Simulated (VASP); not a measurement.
Here is a VASP 6.6.1 calculation.

Contents of INCAR:

```
SYSTEM = Sr2Rh
PREC = Accurate ; ENCUT = 520
EDIFF = 1E-6 ; ISMEAR = -1
SIGMA = 0.15 ; LREAL = .False.
LASPH = .True. ; NELM = 60
ALGO = Normal ; ISIF = 2
LWAVE = .False. ; LCHARG = .False.
GGA = PS ; NBANDS = 24
```

KPOINTS

```
regular mesh
0
Gamma
  6 6 6
  0 0 0
```

Contents of POSCAR:

```
Sr2Rh
1.0
    0.0000000000      3.6989993912      3.6989993912
    3.6989993912      0.0000000000      3.6989993912
    3.6989993912      3.6989993912      0.0000000000
Sr Rh
2 1
Direct
    0.7500000000      0.7500000000      0.7500000000
    0.2500000000      0.2500000000      0.2500000000
    0.0000000000      0.0000000000      0.0000000000
```

Potentials or basis: VASP PAW PBE potentials, release 64 (Sr_sv, Rh_pv).

Launch:

```sh
$ cat potpaw_PBE.64/Sr_sv/POTCAR potpaw_PBE.64/Rh_pv/POTCAR > POTCAR
$ mpirun -np 1 vasp_std > vasp.out
```

(1) What does it give for the pressure?

## Answers

(1) -2.3 GPa.

Caveat: the PAW data sets were made with another functional, which shifts forces and pressure a little.
